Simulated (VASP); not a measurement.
Sc3W: single point with PBE

Crystal: Sc3W.

```xyz
8
Lattice="5.4721 0.0000 0.0000 0.0000 4.8964 0.0000 -0.2855 0.0000 6.2046" Properties=species:S:1:pos:R:3 pbc="T T T"
Sc    4.3822    1.2241    3.1286
Sc    4.3037    1.2241    6.2001
Sc    0.8044    3.6723    3.0760
Sc    3.4617    3.6723    1.4622
Sc    1.7249    1.2241    4.7424
Sc    0.8828    3.6723    0.0046
W     3.5591    3.6723    4.5553
W     1.6274    1.2241    1.6493
```

| Item | Value |
| --- | --- |
| Program | VASP 6.6.1 |
| Task | single point |
| Functional | PBE |
| Potentials or basis | VASP PAW PBE potentials, release 64 (Sc_sv, W_sv) |
| Cutoff | 500 eV |
| k mesh | 4 × 4 × 4 |
| Occupations | gaussian, width 0.1 eV |
| Spin | no spin polarisation |
| Dipole correction | no |
| Further INCAR settings | ALGO = Normal; EDIFF = 1e-06; NBANDS = 57 |

```
Pressure               : 0.1 GPa
Largest force          : 0.015 eV/Å
Band gap on the k mesh : zero (bands 47 and 48 overlap by 0.42 eV)
```

Forces in eV/Å, atoms in the order of the input:
```
Sc  -0.007  0.000 -0.002
Sc  -0.009  0.000  0.002
Sc   0.007  0.000  0.002
Sc  -0.008  0.000  0.000
Sc   0.008  0.000  0.000
Sc   0.009  0.000 -0.002
W   -0.014  0.000  0.004
W    0.014  0.000 -0.004
```

Levels at points of the mesh, in eV from the Fermi level:
| k point | band 45 | band 46 | band 47 | band 48 | band 49 | band 50 |
| --- | --- | --- | --- | --- | --- | --- |
| (0.00, 0.00, 0.00) | -0.69 | -0.49 | -0.23 | 0.76 | 0.80 | 0.87 |
| (0.50, 0.00, 0.00) | -0.61 | -0.60 | -0.15 | 0.01 | 0.31 | 0.84 |
| (0.00, 0.50, 0.00) | -0.34 | -0.34 | -0.03 | -0.03 | 0.51 | 0.51 |
| (0.50, 0.50, 0.00) | -0.60 | -0.60 | 0.18 | 0.18 | 0.88 | 0.88 |
| (0.00, 0.00, 0.50) | -0.56 | -0.49 | -0.20 | 0.12 | 0.28 | 0.68 |
| (0.50, 0.00, 0.50) | -0.98 | -0.75 | -0.20 | 0.11 | 0.21 | 0.60 |
| (0.00, 0.50, 0.50) | -0.35 | -0.35 | -0.03 | -0.03 | 0.23 | 0.23 |
| (0.50, 0.50, 0.50) | -0.36 | -0.36 | -0.03 | -0.03 | 0.24 | 0.24 |

Run time: 9.5 min on 1 thread of Intel Xeon 8259CL, on a shared host, peak memory 0.37 GiB.

Caveat: spin-orbit coupling is left out, which moves the levels of the heavy elements.
